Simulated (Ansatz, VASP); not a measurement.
NiO in VASP and in Ansatz

The input INCAR:

```
PREC = Accurate ; ENCUT = 520
EDIFF = 1E-6 ; ISMEAR = 0
SIGMA = 0.05 ; LREAL = F
LASPH = T ; NELM = 150
ALGO = Normal ; ISIF = 2
LWAVE = F ; LCHARG = T
ISPIN = 2 ; MAGMOM = 2 -2 0 0
LORBIT = 11 ; LMAXMIX = 4
LDAU = T ; LDAUTYPE = 2
LDAUL = 2 -1 ; LDAUU = 6.2 0
LDAUJ = 0 0 ; LDAUPRINT = 1
GGA = PE ; LELF = T
LVHAR = T ; NBANDS = 28
```

Contents of KPOINTS:

```
Automatic mesh
0
Gamma
  5 5 3
```

POSCAR

```
NiO
1.0
    0.0000000000      2.1337902789     -2.1337902789
    0.0000000000      2.1337902789      2.1337902789
    4.2675805578      0.0000000000      0.0000000000
Ni O
2 2
Direct
    0.0000000000      0.0000000000      0.0000000000
    0.5000000000      0.5000000000      0.5000000000
    0.0000000000      1.0000000000      0.5000000000
    0.5000000000      1.5000000000      1.0000000000
```

Input for Ansatz:

```yaml
crystal:
  lattice:
    - [0.0, 2.1337902789, -2.1337902789]
    - [0.0, 2.1337902789, 2.1337902789]
    - [4.2675805578, 0.0, 0.0]
  atoms:
    - { symbol: Ni, position: [0.0, 0.0, 0.0], spin: 2.0 }
    - { symbol: O, position: [0.0, 1.0, 0.5] }
    - { symbol: Ni, position: [0.5, 0.5, 0.5], spin: -2.0 }
    - { symbol: O, position: [0.5, 1.5, 1.0] }
basis:
  ecutwfc: 420
  ecutrho_ratio: 4
kpoints:
  mp_grid: { grid: [5, 5, 3] }
hamiltonian:
  xc: pbe
  hubbard: { sites: [{ species: Ni, l: d, u_eff: 6.2 }] }
scf:
  occupations: { method: gaussian, width: 0.05 }
output:
  forces: true
  stress: true
  eigenvalues: true
  populations: true
  hubbard: { sites: [{ species: Ni, l: d }] }
magnetization:
  spin_polarized: true
```

Alike in both runs: task single point; functional PBE; k mesh 5 × 5 × 3; occupations gaussian, width 0.05 eV; collinear spin; Hubbard terms Ni d U = 6.2 eV.

```csv
,VASP,Ansatz
version,VASP 6.6.1,Ansatz 0.2.0
potentials or method,"VASP PAW PBE potentials, release 64 (Ni, O), cutoff 520 eV","scalar-relativistic, plane waves, PAW"
valence electrons in the cell,32,48
```

VASP gave:

```
gap on the k mesh at the Fermi level (eV)                     : 2.62
least direct gap on the mesh (eV)                             : 3.41
pressure (GPa)                                                : -8.0
net moment per atom (μB)                                      : 0.00
size of the moment on the site where the two differ most (μB) : 1.84
```

Q: What did Ansatz give for the same quantities?

A: gap on the k mesh at the Fermi level (eV): 2.23; least direct gap on the mesh (eV): 3.15; pressure (GPa): 0.2; net moment per atom (μB): 0.00; size of the moment on the site where the two differ most (μB): 1.74.

Site moments also hang on the region over which each program counts them. The programs project onto different local orbitals, so the same U acts differently, and such runs can settle in different states. VASP's potentials hold 32 valence electrons a cell and Ansatz's 48, so a difference there can come from the potentials and not from the codes.

The k mesh is coarse, so the values compare programs but aren't converged.
